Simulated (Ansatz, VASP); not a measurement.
## MgBeS3 in VASP and in Ansatz

```
CELL_PARAMETERS angstrom
1.87760 -3.25395 -0.00002
-5.61029 -3.24101 -0.00032
-0.00018 -0.00066 -7.45680
ATOMIC_POSITIONS crystal
Mg 0.00065 0.66723 0.79091
Mg 0.50100 0.16734 0.79073
Be 0.49876 0.83232 0.35511
Be 0.99898 0.33236 0.35489
S 0.50025 0.83327 0.62109
S 0.00056 0.33335 0.62083
S 0.50079 0.50107 0.97987
S 0.00112 0.00113 0.97991
S 0.49895 0.49934 0.26331
S 0.99894 0.99925 0.26336
```

Change from the starting cell: cell x2, atoms moved at random (sigma 0.1 Å) and cell strained at random (1.5 %), then relaxed without symmetry.

Alike in both runs: functional PBE; k mesh 4 × 2 × 2; occupations gaussian, width 0.1 eV; no spin polarisation.

Ansatz relaxed the structure, and its values are those at the end. VASP's run is a single point on that final structure, the one shown.

|  | VASP | Ansatz |
| --- | --- | --- |
| version | VASP 6.6.1 | Ansatz 0.2.0 |
| potentials or method | VASP PAW PBE potentials, release 64 (Mg_sv, Be, S), cutoff 750 eV | scalar-relativistic, plane waves, PAW |
| valence electrons in the cell | 60 | 60 |

```csv
,VASP,Ansatz,Ansatz less VASP
gap on the k mesh at the Fermi level (eV),1.46,1.43,-0.024
least direct gap on the mesh (eV),1.46,1.43,-0.024
pressure (GPa),-0.2,0.0,+0.22
rms of the force components (eV/Å),0.037,0.002,-0.0345
```

The functional is the same, so the differences come from potentials, cutoffs and numerics.

The k mesh is coarse, so the values compare programs but aren't converged.
